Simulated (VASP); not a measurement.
## Cu: single point with PBEsol

Cu:

```
Cu
1.0
     2.47914    0.00000    0.00000
    -1.23957    2.14700    0.00000
     0.00000    0.00000    4.03906
Cu
2
Direct
  0.66667 0.33333 0.75000
  0.33333 0.66667 0.25000
```

This isn't the form of Cu at room conditions, which is fcc.

```yaml
Program: VASP 6.6.1
Task: single point
Functional: PBEsol
Potentials_or_basis: VASP PAW PBE potentials, release 64 (Cu)
Cutoff: 520 eV
k_mesh: 12 × 12 × 7
Occupations: fermi-dirac, width 0.05 eV
Spin: no spin polarisation
Dipole_correction: no
Further_INCAR_settings: ALGO = Normal; EDIFF = 1e-06; NBANDS = 18
```

```
Pressure               : 10.7 GPa
Band gap on the k mesh : zero (bands 11 and 12 overlap by 6.21 eV)
```

Stress tensor (GPa, compression positive):
```
10.77  0.00  0.00
 0.00 10.77  0.00
 0.00  0.00 10.67
```

Levels at points of the mesh, in eV from the Fermi level:
```tsv
k point	band 8	band 9	band 10	band 11	band 12	band 13	band 14	band 15
(0.00, 0.00, 0.00)	-2.66	-2.66	-1.79	-1.79	-1.26	4.31	22.11	23.15
(0.50, 0.00, 0.00)	-1.68	-1.62	-1.56	0.02	1.78	8.23	8.73	11.31
```

Wall time 26 s on 1 thread of Intel Xeon 8259CL, with other jobs on the host, peak memory 0.14 GiB.

Caveat: the cell stands under pressure; the PAW data sets were made with another functional, which shifts forces and pressure a little.
